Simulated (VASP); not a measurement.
# AgSn2SeI3 (R-3m) in VASP: a series of runs

The runs below take AgSn2SeI3 through single point, relaxation of cell and atoms, with PBE.

Program: VASP 6.6.1. These are calculated values, not measurements. Logs are shortened: lines on timing, memory, paths and dates and some standing lists are left out, and cuts for length are marked.

## (1) The cell of the first run

Symmetry: R-3m, No. 166, trigonal system. Conventional cell: a = 7.912 Å, b = 7.912 Å, c = 13.806 Å, α = 90.00°, β = 90.00°, γ = 120.00°. Ag (site symmetry -3m) has 2 Sn at 2.67 Å within 3.5 Å. Within 3.5 Å of Sn (site symmetry 3m) lie 1 Ag at 2.67 Å and 3 I at 2.99 Å. Within 4.3 Å of Se (site symmetry -3m) lie 6 I at 3.24 Å and 2 Sn at 4.24 Å. Within 3.9 Å of I (site symmetry 2/m) lie 2 Sn at 2.99 Å and 2 Se at 3.24 Å.

## (2) Single point, PBE

INCAR

```
  PREC = Accurate
  ENCUT = 520
  EDIFF = 1E-7
  ISMEAR = 0
  SIGMA = 0.15
  LREAL = F
  LASPH = T
  NELM = 60
  ALGO = Normal
  ISIF = 2
  LWAVE = F
  LCHARG = T
  GGA = PE
  LELF = T
  LVHAR = T
  NBANDS = 42
```

KPOINTS

```
regular mesh
0
Gamma
  2 2 2
```

POSCAR

```
AgSn2SeI3
1.0
    3.9561949795      2.2841102364      4.6020666315
   -3.9561949795      2.2841102364      4.6020666315
    0.0000000000     -4.5682204727      4.6020666315
Ag Sn Se I
1 2 1 3
Direct
    0.0000000000      0.0000000000      0.0000000000
    0.8068358619      0.8068358619      0.8068358619
    0.1931641381      0.1931641381      0.1931641381
    0.5000000000      0.5000000000      0.5000000000
    0.5000000000      0.5000000000      0.0000000000
    0.0000000000      0.5000000000      0.5000000000
    0.5000000000      0.0000000000      0.5000000000
```

Potentials or basis: VASP PAW PBE potentials, release 64 (Ag, Sn_d, Se, I).

The run is started by

```sh
$ cat potpaw_PBE.64/Ag/POTCAR potpaw_PBE.64/Sn_d/POTCAR potpaw_PBE.64/Se/POTCAR potpaw_PBE.64/I/POTCAR > POTCAR
$ mpirun -np 1 vasp_std > vasp.out
```

OUTCAR:

```text
PREC = Accurate
   ENCUT = 520
   EDIFF = 1E-7
   ISMEAR = 0
   LREAL = F
   LASPH = T
   NELM = 60
   ISIF = 2
   GGA = PE

 ion  position               nearest neighbor table
   1  0.000  0.000  0.000-   2 2.67   3 2.67
   2  0.807  0.807  0.807-   1 2.67   6 2.99   7 2.99   5 2.99
   3  0.193  0.193  0.193-   1 2.67   6 2.99   7 2.99   5 2.99
   4  0.500  0.500  0.500-
   5  0.500  0.500  0.000-   2 2.99   3 2.99
   6  0.000  0.500  0.500-   2 2.99   3 2.99
   7  0.500  0.000  0.500-   2 2.99   3 2.99

  LATTYP: Found a trigonal (rhomboedric) cell.
 ALAT       =     6.4844163630
 COS(alpha) =     0.2555362003

  Lattice vectors:

 A1 = (   3.9561949795,   2.2841102364,   4.6020666315)
 A2 = (  -3.9561949795,   2.2841102364,   4.6020666315)
 A3 = (   0.0000000000,  -4.5682204727,   4.6020666315)

Analysis of symmetry for initial positions (statically):
=====================================================================
 Subroutine PRICEL returns:
 Original cell was already a primitive cell.

 Routine SETGRP: Setting up the symmetry group for a
 trigonal (rhombohedral) supercell.

 Subroutine GETGRP returns: Found 12 space group operations
 (whereof 12 operations were pure point group operations)
 out of a pool of 12 trial point group operations.

The static configuration has the point symmetry D_3d.

Analysis of symmetry for dynamics (positions and initial velocities):
=====================================================================
 Subroutine PRICEL returns:
 Original cell was already a primitive cell.

 Routine SETGRP: Setting up the symmetry group for a
 trigonal (rhombohedral) supercell.

 Subroutine GETGRP returns: Found 12 space group operations
 (whereof 12 operations were pure point group operations)
 out of a pool of 12 trial point group operations.

The dynamic configuration has the point symmetry D_3d.

 Subroutine INISYM returns: Found 12 space group operations
 (whereof 12 operations are pure point group operations),
 and found     1 'primitive' translations

----------------------------------------------------------------------------------------

                                     Primitive cell

  volume of cell :     249.5163

  direct lattice vectors                    reciprocal lattice vectors
     3.956194980  2.284110236  4.602066631     0.126384064  0.072967873  0.072431227
    -3.956194980  2.284110236  4.602066631    -0.126384064  0.072967873  0.072431227
     0.000000000 -4.568220473  4.602066631     0.000000000 -0.145935747  0.072431227

  length of vectors
     6.484416363  6.484416363  6.484416363     0.162921837  0.162921837  0.162921837

  position of ions in fractional coordinates (direct lattice)
     0.000000000  0.000000000  0.000000000
     0.806835862  0.806835862  0.806835862
     0.193164138  0.193164138  0.193164138
     0.500000000  0.500000000  0.500000000
     0.500000000  0.500000000  0.000000000
     0.000000000  0.500000000  0.500000000
     0.500000000  0.000000000  0.500000000

  ion indices of the primitive-cell ions
   primitive index   ion index
                 1           1
                 2           2
                 3           3
                 4           4
                 5           5
                 6           6
                 7           7

----------------------------------------------------------------------------------------

 KPOINTS: regular mesh

Automatic generation of k-mesh.
 Grid dimensions read from file:
 generate k-points for:    2    2    2

 Generating k-lattice:

  Cartesian coordinates                     Fractional coordinates (reciprocal lattice)
     0.063192032  0.036483937  0.036215614     0.500000000  0.000000000  0.000000000
    -0.063192032  0.036483937  0.036215614     0.000000000  0.500000000  0.000000000
     0.000000000 -0.072967873  0.036215614     0.000000000  0.000000000  0.500000000

  Length of vectors
     0.081460918  0.081460918  0.081460918

  Shift w.r.t. Gamma in fractional coordinates (k-lattice)
     0.000000000  0.000000000  0.000000000

 Subroutine IBZKPT returns following result:
 ===========================================

 Found      4 irreducible k-points:

 Following reciprocal coordinates:
            Coordinates               Weight
  0.000000  0.000000  0.000000      1.000000
  0.500000  0.000000  0.000000      3.000000
  0.500000  0.500000  0.000000      3.000000
  0.500000  0.500000  0.500000      1.000000
   k-points           NKPTS =      4   k-points in BZ     NKDIM =      4   number of bands    NBANDS=     42
   number of dos      NEDOS =    301   number of ions     NIONS =      7
   total plane-waves  NPLWV = 110592
   dimension x,y,z NGX =    48 NGY =   48 NGZ =   48
   dimension x,y,z NGXF=    96 NGYF=   96 NGZF=   96
   ions per type =               1   2   1   3
   NGX,Y,Z   is equivalent  to a cutoff of  12.31, 12.31, 12.31 a.u.
   NGXF,Y,Z  is equivalent  to a cutoff of  24.61, 24.61, 24.61 a.u.
 SYSTEM =  unknown system
   PREC   = accura    normal or accurate (medium, high low for compatibility)
   ISTART =      0    job   : 0-new  1-cont  2-samecut
   ICHARG =      2    charge: 1-file 2-atom 10-const
   ISPIN  =      1    spin polarized calculation?
   LNONCOLLINEAR =      F non collinear calculations
   LSORBIT =      F    spin-orbit coupling
   LASPH  =      T    aspherical Exc in radial PAW
   ENCUT  =  520.0 eV  38.22 Ry    6.18 a.u.  12.06 12.06 12.06*2*pi/ulx,y,z
   NELM   =     60;   NELMIN=  2; NELMDL= -5     # of ELM steps
   EDIFF  = 0.1E-06   stopping-criterion for ELM
   LREAL  =      F    real-space projection
   EDIFFG = 0.1E-05   stopping-criterion for IOM
   NSW    =      0    number of steps for IOM
   IBRION =     -1    ionic relax: 0-MD 1-quasi-New 2-CG
   NFREE  =      0    steps in history (QN), initial steepest desc. (CG)
   ISIF   =      2    stress and relaxation
   ISYM   =      2    0-nonsym 1-usesym 2-fastsym
   POTIM  = 0.5000    time-step for ionic-motion
   TEBEG  =    0.0;   TEEND  =   0.0 temperature during run
   PSTRESS=    0.0 pullay stress
   NELECT =      66.0000    total number of electrons
   NUPDOWN=      -1.0000    fix difference up-down
   EMIN   =  10.00;   EMAX   =-10.00  energy-range for DOS
   EFERMI =   0.00;   METHOD = LEGACY
   ISMEAR =     0;   SIGMA  =   0.15  broadening in eV -4-tet -1-fermi 0-gaus
   EFERMI_NEDOS =   21; number of points for ismear=-14 and -15
   IALGO  =     38    algorithm
   IMIX   =      4    mixing-type and parameters
     AMIX     =   0.40;   BMIX     =  1.00
     AMIX_MAG =   1.60;   BMIX_MAG =  1.00
  volume/ion in A,a.u.               =      35.65       240.55
  Fermi-wavevector in a.u.,A,eV,Ry     =   1.050888  1.985891 15.025811  1.104366
  Thomas-Fermi vector in A             =   2.185909
   LORBIT       =      0    0 simple, 1 ext, 2 COOP (PROOUT), +10 PAW based schemes
   GGA     = PE    functional components
   LHFCALC =     F    Hartree Fock is set to
   AEXX    =    0.0000 exact exchange contribution
   IVDW    =     0    specifies the selected vdW correction
   LEPSILON=     F    determine dielectric tensor
   LRPA    =     F    only Hartree local field effects (RPA)
 non-spin polarized calculation
 Gauss-broadening in eV      SIGMA  =   0.15
  energy-cutoff  :      520.00
  volume of cell :      249.52
 maximum number of plane-waves:      6756
   NGX = 25   NGY = 25   NGZ = 25

 number of electron      66.0000000 magnetization

 Free energy of the ion-electron system (eV)
  ---------------------------------------------------
  ext. energy  EPLUGINS =         0.00000000
  ---------------------------------------------------
  free energy    TOTEN  =       -16.71731582 eV

  energy without entropy =      -16.63913115  energy(sigma->0) =      -16.67822349

 E-fermi :   4.5707     XC(G=0):  -8.5976

 val. band max:        4.3702899932   @ k =   0.5000   0.5000   0.0000
 cond. band min:       4.6049760851   @ k =   0.5000   0.5000   0.0000
 fundamental gap:      0.2346860919
 Fermi energy:         4.5706611408

 k-point     1 :       0.0000    0.0000    0.0000
  band No.  band energies     occupation
      1     -17.4479      2.00000
      2     -17.4479      2.00000
      3     -17.4454      2.00000
      4     -17.4454      2.00000
      5     -17.3811      2.00000
      6     -17.3811      2.00000
[... 34 lines left out ...]
     41       8.9118      0.00000
     42       8.9118      0.00000

 k-point     2 :       0.5000    0.0000    0.0000
  band No.  band energies     occupation
      1     -17.4476      2.00000
      2     -17.4473      2.00000
      3     -17.4461      2.00000
      4     -17.4458      2.00000
      5     -17.3812      2.00000
      6     -17.3812      2.00000
[... 34 lines left out ...]
     41       8.9704      0.00000
     42       9.1419      0.00000

 k-point     3 :       0.5000    0.5000    0.0000
  band No.  band energies     occupation
      1     -17.4486      2.00000
      2     -17.4478      2.00000
      3     -17.4457      2.00000
      4     -17.4449      2.00000
      5     -17.3809      2.00000
      6     -17.3802      2.00000
[... 34 lines left out ...]
     41       9.1322      0.00000
     42       9.2648      0.00000

 k-point     4 :       0.5000    0.5000    0.5000
  band No.  band energies     occupation
      1     -17.4471      2.00000
      2     -17.4471      2.00000
      3     -17.4464      2.00000
      4     -17.4464      2.00000
      5     -17.3818      2.00000
      6     -17.3818      2.00000
[... 34 lines left out ...]
     41       9.3314      0.00000
     42       9.3314      0.00000

------------------------ aborting loop because EDIFF is reached ----------------------------------------

  FORCE on cell =-STRESS in cart. coord.  units (eV):
  Direction    XX          YY          ZZ          XY          YZ          ZX
  --------------------------------------------------------------------------------------
  -------------------------------------------------------------------------------------
  Total        0.9643727      0.9643727      0.0091582      0.0000000      0.0000000     -0.0000000
  in kB        6.1923658      6.1923658      0.0588060      0.0000000      0.0000000     -0.0000000
  external PRESSURE =       4.1478459 kB  Pullay stress =       0.0000000 kB

 VOLUME and BASIS-vectors are now :
 -----------------------------------------------------------------------------
  energy-cutoff  :      520.00
  volume of cell :      249.52
      direct lattice vectors                 reciprocal lattice vectors
     3.956194980  2.284110236  4.602066631     0.126384064  0.072967873  0.072431227
    -3.956194980  2.284110236  4.602066631    -0.126384064  0.072967873  0.072431227
     0.000000000 -4.568220473  4.602066631     0.000000000 -0.145935747  0.072431227

 POSITION                                       TOTAL-FORCE (eV/Angst)
 -----------------------------------------------------------------------------------
      0.00000      0.00000      0.00000         0.000000     -0.000000     -0.000000
      0.00000      0.00000     11.13934         0.000000     -0.000000     -0.005870
      0.00000      0.00000      2.66686         0.000000      0.000000      0.005870
      0.00000      0.00000      6.90310        -0.000000      0.000000     -0.000000
      0.00000      2.28411      4.60207         0.000000     -0.000000     -0.000000
     -1.97810     -1.14206      4.60207        -0.000000     -0.000000     -0.000000
      1.97810     -1.14206      4.60207        -0.000000      0.000000     -0.000000
 -----------------------------------------------------------------------------------
    total drift:                                0.000000      0.000000     -0.000000

  FREE ENERGIE OF THE ION-ELECTRON SYSTEM (eV)
  ---------------------------------------------------
  free  energy   TOTEN  =       -16.7173158200 eV

  energy  without entropy=      -16.6391311534  energy(sigma->0) =      -16.67822349
```

Run time: 31 s. Hardware: 1 thread of Intel Xeon 6975P-C (Granite Rapids), shared host; peak memory 0.34 GiB.

Results:

| Property | Result |
| --- | --- |
| Free energy | -16.7173 eV |
| Pressure | 0.4 GPa |
| Largest force | 0.006 eV/Å |
| Band gap on the k mesh | zero (band 33 reaches 4.69 eV, above the bottom of band 34 at 3.09 eV) |

Forces in eV/Å, atoms in the order of the input:
```
Ag   0.000  0.000  0.000
Sn   0.000  0.000 -0.006
Sn   0.000  0.000  0.006
Se   0.000  0.000  0.000
I    0.000  0.000  0.000
I    0.000  0.000  0.000
I    0.000  0.000  0.000
```

Stress tensor (GPa, compression positive):
```
0.62 0.00 0.00
0.00 0.62 0.00
0.00 0.00 0.01
```

Caveat: the k points lie up to 0.51 Å⁻¹ apart; spin-orbit coupling is left out, which moves the levels of the heavy elements.

[end of part 1 of 2]
